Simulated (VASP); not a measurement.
Input of a VASP 6.6.1 run:

Contents of INCAR:

```
PREC     = Accurate       # precision mode
ENCUT    = 500            # plane-wave cutoff, eV
EDIFF    = 1E-7           # SCF threshold, eV
ISMEAR   = 0              # smearing method
SIGMA    = 0.2            # smearing width, eV
LREAL    = False          # projectors in reciprocal space
LASPH    = True           # aspherical terms in the spheres
NELM     = 200            # most SCF steps
ALGO     = Normal         # electronic algorithm
ISIF     = 3              # what is computed and relaxed
LWAVE    = False          # write WAVECAR
LCHARG   = False          # write CHGCAR
GGA      = PE             # functional
IBRION   = 2              # ionic algorithm
NSW      = 36             # ionic steps
EDIFFG   = -0.08          # ionic threshold
GGA_COMPAT= False        
NELMIN   = 4            
LMAXMIX  = 6              # l up to which the mixer works
```

Contents of KPOINTS:

```
regular mesh
0
Gamma
  4 4 4
```

The input POSCAR:

```
TbSi3W2
1.0
    2.6415618700     -4.4261087500      0.0000000000
    2.6415618700      4.4261087500      0.0000000000
    0.0000000000      0.0000000000      4.1485255600
Tb Si W
1 3 2
Direct
    0.5000000000      0.5000000000      0.0000000000
    0.1601293000      0.8398707000      0.0000000000
    0.8398707000      0.1601293000      0.0000000000
    0.0000000000      0.0000000000      0.5000000000
    0.0000000000      0.5000000000      0.5000000000
    0.5000000000      0.0000000000      0.5000000000
```

Potentials or basis: VASP PAW PBE potentials, release 64 (Tb_3, Si, W_sv), 4f in core.

Run with:

```sh
$ cat potpaw_PBE.64/Tb_3/POTCAR potpaw_PBE.64/Si/POTCAR potpaw_PBE.64/W_sv/POTCAR > POTCAR
$ mpirun -np 1 vasp_std > vasp.out
```

Q: What does it give for the space group after relaxing (to 0.1 Å)?

A: Cmmm (No. 65).

Q: What does it give for the band gap on the k mesh?

A: Zero (an odd number of electrons rules out a gap without spin polarisation).

Q: What does it give for the relaxed cell?

A: a = 5.306 Å, b = 5.306 Å, c = 4.204 Å, α = 90.00°, β = 90.00°, γ = 120.04°.

Final structure:
```
Tb Si W
1.0
     2.65141   -4.59626    0.00000
     2.65141    4.59626    0.00000
     0.00000    0.00000    4.20405
Tb Si W
1 3 2
Direct
  0.50000 0.50000 0.00000
  0.17014 0.82986 0.00000
  0.82986 0.17014 0.00000
  0.00000 0.00000 0.50000
  0.00000 0.50000 0.50000
  0.50000 0.00000 0.50000
```

Caveat: the k points lie up to 0.37 Å⁻¹ apart in the final cell, too coarse for converged energies and pressures of a metal; spin-orbit coupling is left out, which moves the levels of the heavy elements; the 4f electrons are frozen in the core, so they carry no moment and show no levels; an odd number of electrons without spin polarisation forces a metal; a magnetic or distorted state may lie lower. Spin polarisation is off, so any magnetic state and its effect on volume and gap are missing.
